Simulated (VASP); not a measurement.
Crystal: Ni.

```
Ni
1.0
     3.45701    0.00000    0.00000
    -1.72850    2.99385    0.00000
     0.00000    0.00000    2.94683
Ni
3
Cartesian
  0.0000 1.9959 1.4734
  0.0000 0.0000 0.0000
  1.7285 0.9980 1.4734
```

* Program: VASP 6.6.1
* Task: relaxation of cell and atoms
* Functional: PBE
* Potentials or basis: VASP PAW PBE potentials, release 64 (Ni)
* Cutoff: 600 eV
* k mesh: 6 × 6 × 6
* Occupations: gaussian, width 0.1 eV
* Spin: collinear spin, ferromagnetic start
* Starting moments: [0.73, 0.77, 0.73] μB

At the start: pressure 49.1 GPa; volume 10.17 Å³/atom.

Problem. Where does the relaxation end?

Solution. Over 12 steps the energy falls by 701.0 meV/atom and the volume is 11.03 Å³/atom (+8.5 %); space group P6/mmm (No. 191, to 0.05 Å); moment 0.00 μB per cell.

Step by step:
```
step  energy change (eV)  largest force (eV/Å)  pressure (GPa)  volume (Å³)
   1              0.0000                0.0000           49.12        30.50
   2             -0.6531                0.0000          -25.19        45.83
   3             -1.3467                0.0000           -9.28        38.01
   4             -1.9071                0.0000           -9.07        36.02
   5              1.8582                0.0000           80.14        28.40
   6             -1.9133                0.0000           -9.01        35.30
   7             -1.8535                0.0000            8.28        32.10
   8             -2.0773                0.0000           -5.51        34.16
   9             -2.0945                0.0000           -3.15        33.64
  10             -2.0944                0.0000           -3.67        33.74
  11             -2.0950                0.0000            3.77        32.48
  12             -2.1030                0.0000           -0.08        33.08
```

Final structure:
```xyz
3
Lattice="3.9845 0.0000 0.0000 -1.9922 3.4507 0.0000 0.0000 0.0000 2.4063" Properties=species:S:1:pos:R:3 pbc="T T T"
Ni    0.0000    2.3004    1.2031
Ni   -1.9922    3.4507    0.0000
Ni    1.9922    1.1502    1.2031
```
